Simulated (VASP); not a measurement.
# TiAl (Pm-3m) in VASP: notebook

Runs on TiAl. Level: PBEsol. Tasks: single point.

Program: VASP 6.6.1. These are calculated values, not measurements. Logs are shortened: lines on timing, memory, paths and dates and some standing lists are left out, and cuts for length are marked.

**1. The cell of the first run**

The structure is cubic, space group Pm-3m (No. 221). The conventional cell has a = 3.095 Å, b = 3.095 Å, c = 3.095 Å, α = 90.00°, β = 90.00°, γ = 90.00°. Ti (site symmetry m-3m) has 8 Al at 2.68 Å and 6 Ti at 3.10 Å within 3.5 Å. Within 3.5 Å of Al (site symmetry m-3m) lie 8 Ti at 2.68 Å and 6 Al at 3.10 Å.

**2. Single point, PBEsol**

INCAR reads:

```
PREC = Accurate
ENCUT = 500
EDIFF = 1E-6
ISMEAR = -1
SIGMA = 0.15
LREAL = False
LASPH = True
NELM = 120
ALGO = Normal
ISIF = 2
LWAVE = False
LCHARG = True
GGA = PS
LELF = True
LVHAR = True
NBANDS = 14
GGA_COMPAT = False
```

KPOINTS reads:

```
regular mesh
0
Gamma
  7 7 7
```

POSCAR reads:

```
TiAl
1.0
    3.0951816377      0.0000000000      0.0000000000
    0.0000000000      3.0951816377      0.0000000000
    0.0000000000      0.0000000000      3.0951816377
Ti Al
1 1
Direct
    0.5000000000      0.5000000000      0.5000000000
    0.0000000000      0.0000000000      0.0000000000
```

Potentials or basis: VASP PAW PBE potentials, release 64 (Ti_sv, Al).

Launch:

```console
$ cat potpaw_PBE.64/Ti_sv/POTCAR potpaw_PBE.64/Al/POTCAR > POTCAR
$ mpirun -np 1 vasp_std > vasp.out
```

OUTCAR:

```text
PREC = Accurate
   ENCUT = 500
   EDIFF = 1E-6
   ISMEAR = -1
   LREAL = False
   LASPH = True
   NELM = 120
   ISIF = 2
   GGA = PS

 ion  position               nearest neighbor table
   1  0.500  0.500  0.500-   2 2.68   2 2.68   2 2.68   2 2.68   2 2.68   2 2.68   2 2.68   2 2.68

   2  0.000  0.000  0.000-   1 2.68   1 2.68   1 2.68   1 2.68   1 2.68   1 2.68   1 2.68   1 2.68

  LATTYP: Found a simple cubic cell.
 ALAT       =     3.0951816377

  Lattice vectors:

 A1 = (   3.0951816377,   0.0000000000,   0.0000000000)
 A2 = (   0.0000000000,   3.0951816377,   0.0000000000)
 A3 = (   0.0000000000,   0.0000000000,   3.0951816377)

Analysis of symmetry for initial positions (statically):
=====================================================================
 Subroutine PRICEL returns:
 Original cell was already a primitive cell.

 Routine SETGRP: Setting up the symmetry group for a
 simple cubic supercell.

 Subroutine GETGRP returns: Found 48 space group operations
 (whereof 48 operations were pure point group operations)
 out of a pool of 48 trial point group operations.

The static configuration has the point symmetry O_h .

Analysis of symmetry for dynamics (positions and initial velocities):
=====================================================================
 Subroutine PRICEL returns:
 Original cell was already a primitive cell.

 Routine SETGRP: Setting up the symmetry group for a
 simple cubic supercell.

 Subroutine GETGRP returns: Found 48 space group operations
 (whereof 48 operations were pure point group operations)
 out of a pool of 48 trial point group operations.

The dynamic configuration has the point symmetry O_h .

 Subroutine INISYM returns: Found 48 space group operations
 (whereof 48 operations are pure point group operations),
 and found     1 'primitive' translations

----------------------------------------------------------------------------------------

                                     Primitive cell

  volume of cell :      29.6523

  direct lattice vectors                    reciprocal lattice vectors
     3.095181638  0.000000000  0.000000000     0.323082816  0.000000000  0.000000000
     0.000000000  3.095181638  0.000000000     0.000000000  0.323082816  0.000000000
     0.000000000  0.000000000  3.095181638     0.000000000  0.000000000  0.323082816

  length of vectors
     3.095181638  3.095181638  3.095181638     0.323082816  0.323082816  0.323082816

  position of ions in fractional coordinates (direct lattice)
     0.500000000  0.500000000  0.500000000
     0.000000000  0.000000000  0.000000000

  ion indices of the primitive-cell ions
   primitive index   ion index
                 1           1
                 2           2

----------------------------------------------------------------------------------------

 KPOINTS: regular mesh

Automatic generation of k-mesh.
 Grid dimensions read from file:
 generate k-points for:    7    7    7

 Generating k-lattice:

  Cartesian coordinates                     Fractional coordinates (reciprocal lattice)
     0.046154688  0.000000000  0.000000000     0.142857143  0.000000000  0.000000000
     0.000000000  0.046154688  0.000000000     0.000000000  0.142857143  0.000000000
     0.000000000  0.000000000  0.046154688     0.000000000  0.000000000  0.142857143

  Length of vectors
     0.046154688  0.046154688  0.046154688

  Shift w.r.t. Gamma in fractional coordinates (k-lattice)
     0.000000000  0.000000000  0.000000000

 Subroutine IBZKPT returns following result:
 ===========================================

 Found     20 irreducible k-points:

 Following reciprocal coordinates:
            Coordinates               Weight
  0.000000  0.000000  0.000000      1.000000
  0.142857  0.000000  0.000000      6.000000
  0.285714  0.000000  0.000000      6.000000
  0.428571  0.000000  0.000000      6.000000
  0.142857  0.142857  0.000000     12.000000
  0.285714  0.142857  0.000000     24.000000
[... 12 lines left out ...]
  0.428571  0.428571  0.285714     24.000000
  0.428571  0.428571  0.428571      8.000000
   k-points           NKPTS =     20   k-points in BZ     NKDIM =     20   number of bands    NBANDS=     14
   number of dos      NEDOS =    301   number of ions     NIONS =      2
   total plane-waves  NPLWV =  13824
   dimension x,y,z NGX =    24 NGY =   24 NGZ =   24
   dimension x,y,z NGXF=    48 NGYF=   48 NGZF=   48
   ions per type =               1   1
   NGX,Y,Z   is equivalent  to a cutoff of  12.89, 12.89, 12.89 a.u.
   NGXF,Y,Z  is equivalent  to a cutoff of  25.78, 25.78, 25.78 a.u.
 SYSTEM =  unknown system
   PREC   = accura    normal or accurate (medium, high low for compatibility)
   ISTART =      0    job   : 0-new  1-cont  2-samecut
   ICHARG =      2    charge: 1-file 2-atom 10-const
   ISPIN  =      1    spin polarized calculation?
   LNONCOLLINEAR =      F non collinear calculations
   LSORBIT =      F    spin-orbit coupling
   LASPH  =      T    aspherical Exc in radial PAW
   ENCUT  =  500.0 eV  36.75 Ry    6.06 a.u.   5.64  5.64  5.64*2*pi/ulx,y,z
   NELM   =    120;   NELMIN=  2; NELMDL= -5     # of ELM steps
   EDIFF  = 0.1E-05   stopping-criterion for ELM
   LREAL  =      F    real-space projection
   EDIFFG = 0.1E-04   stopping-criterion for IOM
   NSW    =      0    number of steps for IOM
   IBRION =     -1    ionic relax: 0-MD 1-quasi-New 2-CG
   NFREE  =      0    steps in history (QN), initial steepest desc. (CG)
   ISIF   =      2    stress and relaxation
   ISYM   =      2    0-nonsym 1-usesym 2-fastsym
   POTIM  = 0.5000    time-step for ionic-motion
   TEBEG  =    0.0;   TEEND  =   0.0 temperature during run
   PSTRESS=    0.0 pullay stress
   NELECT =      15.0000    total number of electrons
   NUPDOWN=      -1.0000    fix difference up-down
   EMIN   =  10.00;   EMAX   =-10.00  energy-range for DOS
   EFERMI =   0.00;   METHOD = LEGACY
   ISMEAR =    -1;   SIGMA  =   0.15  broadening in eV -4-tet -1-fermi 0-gaus
   EFERMI_NEDOS =   21; number of points for ismear=-14 and -15
   IALGO  =     38    algorithm
   IMIX   =      4    mixing-type and parameters
     AMIX     =   0.40;   BMIX     =  1.00
     AMIX_MAG =   1.60;   BMIX_MAG =  1.00
  volume/ion in A,a.u.               =      14.83       100.05
  Fermi-wavevector in a.u.,A,eV,Ry     =   1.304425  2.465006 23.150647  1.701525
  Thomas-Fermi vector in A             =   2.435362
   LORBIT       =      0    0 simple, 1 ext, 2 COOP (PROOUT), +10 PAW based schemes
   GGA     = PS    functional components
   LHFCALC =     F    Hartree Fock is set to
   AEXX    =    0.0000 exact exchange contribution
   IVDW    =     0    specifies the selected vdW correction
   LEPSILON=     F    determine dielectric tensor
   LRPA    =     F    only Hartree local field effects (RPA)
 non-spin polarized calculation
  energy-cutoff  :      500.00
  volume of cell :       29.65
 maximum number of plane-waves:       764
 NGX is ok and might be reduce to    24
   NGX = 11   NGY = 11   NGZ = 11

 number of electron      15.0000005 magnetization

 Free energy of the ion-electron system (eV)
  ---------------------------------------------------
  ext. energy  EPLUGINS =         0.00000000
  ---------------------------------------------------
  free energy    TOTEN  =       -13.00246572 eV

  energy without entropy =      -12.85506209  energy(sigma->0) =      -12.92876390

 E-fermi :   9.5517     XC(G=0): -11.5417

 val. band max:        9.4332112293   @ k =   0.2857   0.2857   0.2857
 cond. band min:       9.5543128931   @ k =   0.2857   0.2857   0.0000
 fundamental gap:      0.1211016637
 Fermi energy:         9.5517000376

 k-point     1 :       0.0000    0.0000    0.0000
  band No.  band energies     occupation
      1     -46.9333      2.00000
      2     -23.2295      2.00000
      3     -23.2295      2.00000
      4     -23.2295      2.00000
      5      -0.0624      2.00000
      6       7.9169      1.99996
      7       7.9169      1.99996
      8      11.5359      0.00000
      9      11.5359      0.00000
     10      11.5359      0.00000
     11      14.3748      0.00000
     12      14.3748      0.00000
     13      14.3748      0.00000
     14      18.8697      0.00000

 k-point     2 :       0.1429    0.0000    0.0000
  band No.  band energies     occupation
      1     -46.9292      2.00000
      2     -23.2743      2.00000
      3     -23.2256      2.00000
      4     -23.2256      2.00000
      5       0.2848      2.00000
      6       7.7281      1.99999
      7       8.0753      1.99989
      8      11.0156      0.00012
      9      11.0156      0.00012
     10      11.5789      0.00000
     11      13.3309      0.00000
     12      15.1380      0.00000
     13      15.1380      0.00000
     14      18.3628      0.00000

 k-point     3 :       0.2857    0.0000    0.0000
  band No.  band energies     occupation
      1     -46.9199      2.00000
      2     -23.3737      2.00000
      3     -23.2168      2.00000
      4     -23.2168      2.00000
      5       1.2828      2.00000
      6       6.6751      2.00000
      7       8.4747      1.99848
      8      10.2360      0.02067
      9      10.2360      0.02067
     10      11.6776      0.00000
     11      12.6023      0.00000
     12      16.6883      0.00000
     13      16.6883      0.00000
     14      17.2250      0.00000
[... 256 lines left out ...]
 k-point    19 :       0.4286    0.4286    0.2857
  band No.  band energies     occupation
      1     -46.8799      2.00000
      2     -23.4021      2.00000
      3     -23.4009      2.00000
      4     -23.3202      2.00000
      5       5.0153      2.00000
      6       6.6593      2.00000
      7       6.6965      2.00000
      8       9.8476      0.24413
      9      11.1814      0.00004
     10      11.2565      0.00002
     11      12.9078      0.00000
     12      13.1190      0.00000
     13      14.8760      0.00000
     14      16.8349      0.00000

 k-point    20 :       0.4286    0.4286    0.4286
  band No.  band energies     occupation
      1     -46.8729      2.00000
      2     -23.3925      2.00000
      3     -23.3910      2.00000
      4     -23.3910      2.00000
      5       5.7331      2.00000
      6       6.3645      2.00000
      7       6.3645      2.00000
      8      11.4017      0.00001
      9      11.6221      0.00000
     10      11.6221      0.00000
     11      11.7070      0.00000
     12      13.7168      0.00000
     13      13.7168      0.00000
     14      16.9968      0.00000

------------------------ aborting loop because EDIFF is reached ----------------------------------------

  FORCE on cell =-STRESS in cart. coord.  units (eV):
  Direction    XX          YY          ZZ          XY          YZ          ZX
  --------------------------------------------------------------------------------------
  -------------------------------------------------------------------------------------
  Total        1.5340360      1.5340360      1.5340360     -0.0000000     -0.0000000      0.0000000
  in kB       82.8872492     82.8872492     82.8872492     -0.0000000     -0.0000000      0.0000000
  external PRESSURE =      82.8872492 kB  Pullay stress =       0.0000000 kB

 VOLUME and BASIS-vectors are now :
 -----------------------------------------------------------------------------
  energy-cutoff  :      500.00
  volume of cell :       29.65
      direct lattice vectors                 reciprocal lattice vectors
     3.095181638  0.000000000  0.000000000     0.323082816  0.000000000  0.000000000
     0.000000000  3.095181638  0.000000000     0.000000000  0.323082816  0.000000000
     0.000000000  0.000000000  3.095181638     0.000000000  0.000000000  0.323082816

 POSITION                                       TOTAL-FORCE (eV/Angst)
 -----------------------------------------------------------------------------------
      1.54759      1.54759      1.54759         0.000000      0.000000      0.000000
      0.00000      0.00000      0.00000         0.000000      0.000000      0.000000
 -----------------------------------------------------------------------------------
    total drift:                                0.000000     -0.000000     -0.000000

  FREE ENERGIE OF THE ION-ELECTRON SYSTEM (eV)
  ---------------------------------------------------
  free  energy   TOTEN  =       -13.0024657199 eV

  energy  without entropy=      -12.8550620858  energy(sigma->0) =      -12.92876390
```

Run time: 13 s. Hardware: 1 thread of Intel Xeon 8259CL, shared host; peak memory 0.13 GiB.

What came out:

```
Free energy : -13.0025 eV
Pressure    : 8.3 GPa
```

Levels at points of the mesh, in eV from the Fermi level:
```tsv
k point	band 5	band 6	band 7	band 8	band 9	band 10
(0.00, 0.00, 0.00)	-9.61	-1.63	-1.63	1.98	1.98	1.98
```

Caveat: the PAW data sets were made with another functional, which shifts forces and pressure a little.

**3. Single point, PBEsol**

This run uses another cell than the first one, of 15.74 Å³/atom, 1.062 times its volume.

INCAR reads:

```
PREC = Accurate
ENCUT = 500
EDIFF = 1E-6
ISMEAR = -1
SIGMA = 0.15
LREAL = F
LASPH = T
NELM = 120
ALGO = Normal
ISIF = 2
LWAVE = F
LCHARG = T
GGA = PS
LELF = T
LVHAR = T
NBANDS = 14
GGA_COMPAT = F
```

KPOINTS is that of step 2.

POSCAR reads:

```
TiAl
1.0
    3.1577175819      0.0000000000      0.0000000000
    0.0000000000      3.1577175819      0.0000000000
    0.0000000000      0.0000000000      3.1577175819
Ti Al
1 1
Direct
    0.5000000000      0.5000000000      0.5000000000
    0.0000000000      0.0000000000      0.0000000000
```

Potentials or basis: VASP PAW PBE potentials, release 64 (Ti_sv, Al).

Launch:

```console
$ cat potpaw_PBE.64/Ti_sv/POTCAR potpaw_PBE.64/Al/POTCAR > POTCAR
$ mpirun -np 1 vasp_std > vasp.out
```

Wall time 12 s (1 thread of Intel Xeon 8259CL, shared host); peak memory 0.14 GiB.

Results (log left out):

```yaml
Free_energy: -13.0505 eV
Pressure: 0.3 GPa
```

Levels at points of the mesh, in eV from the Fermi level:
| k point | band 4 | band 5 | band 6 | band 7 | band 8 | band 9 | band 10 | band 11 |
| --- | --- | --- | --- | --- | --- | --- | --- | --- |
| (0.00, 0.00, 0.00) | -32.90 | -9.34 | -1.48 | -1.48 | 1.85 | 1.85 | 1.85 | 4.52 |

Caveat: the PAW data sets were made with another functional, which shifts forces and pressure a little.

**4. Single point, PBEsol**

This run uses another cell than the first one, of 16.72 Å³/atom, 1.128 times its volume.

INCAR reads:

```
  PREC = Accurate
  ENCUT = 500
  EDIFF = 1E-6
  ISMEAR = -1
  SIGMA = 0.15
  LREAL = F
  LASPH = T
  NELM = 120
  ALGO = Normal
  ISIF = 2
  LWAVE = F
  LCHARG = T
  GGA = PS
  LELF = T
  LVHAR = T
  NBANDS = 14
  GGA_COMPAT = F
```

KPOINTS reads:

```
Automatic mesh
0
Gamma
  7 7 7
```

POSCAR reads:

```
TiAl
1.0
    3.2220229793      0.0000000000      0.0000000000
    0.0000000000      3.2220229793      0.0000000000
    0.0000000000      0.0000000000      3.2220229793
Ti Al
1 1
Direct
    0.5000000000      0.5000000000      0.5000000000
    0.0000000000      0.0000000000      0.0000000000
```

Launch:

```console
$ cat potpaw_PBE.64/Ti_sv/POTCAR potpaw_PBE.64/Al/POTCAR > POTCAR
$ mpirun -np 1 vasp_std > vasp.out
```

Run time: 14 s. Hardware: 1 thread of Intel Xeon 8259CL, shared host; peak memory 0.14 GiB.

It converged, with:

| Item | Value |
| --- | --- |
| Free energy | -13.0150 eV |
| Pressure | -5.9 GPa |

Levels at points of the mesh, in eV from the Fermi level:
```csv
k point,band 4,band 5,band 6,band 7,band 8,band 9,band 10,band 11
"(0.00, 0.00, 0.00)",-33.02,-9.07,-1.33,-1.33,1.72,1.72,1.72,4.24
```

Caveat: the PAW data sets were made with another functional, which shifts forces and pressure a little.

[end of part 1 of 2]
